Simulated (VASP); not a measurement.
NaF: single point with PBE

Crystal: NaF.

```xyz
2
Lattice="0.0000 2.5313 2.5313 2.5313 0.0000 2.5313 2.5313 2.5313 0.0000" Properties=species:S:1:pos:R:3 pbc="T T T"
Na    0.0000    0.0000    0.0000
F     1.2656    1.2656    1.2656
```

* Program: VASP 6.6.1
* Task: single point
* Functional: PBE
* Potentials or basis: VASP PAW PBE potentials, release 64 (Na_pv, F)
* Cutoff: 520 eV
* k mesh: 6 × 6 × 6
* Occupations: gaussian, width 0.01 eV
* Spin: no spin polarisation
* Dipole correction: no
* Further INCAR settings: ALGO = Normal; EDIFF = 1e-07; NBANDS = 14

```yaml
Pressure: 2.0 GPa
Band_gap_on_the_k_mesh: 5.61 eV
```

Levels at points of the mesh, in eV from the valence-band top:
```csv
k point,band 3,band 4,band 5,band 6,band 7,band 8,band 9,band 10,band 11,band 12
"(0.00, 0.00, 0.00)",-18.85,-18.74,0.00,0.00,0.00,5.61,19.32,19.32,19.32,20.90
"(0.50, 0.00, 0.00)",-18.86,-18.10,-0.85,-0.04,-0.04,9.96,10.90,17.19,17.19,20.46
"(0.50, 0.50, 0.00)",-18.88,-17.97,-0.78,-0.16,-0.16,9.96,12.01,16.24,17.09,17.09
```

It took 17 s on 1 thread of Intel Xeon 8259CL, on a shared host, peak memory 0.15 GiB.
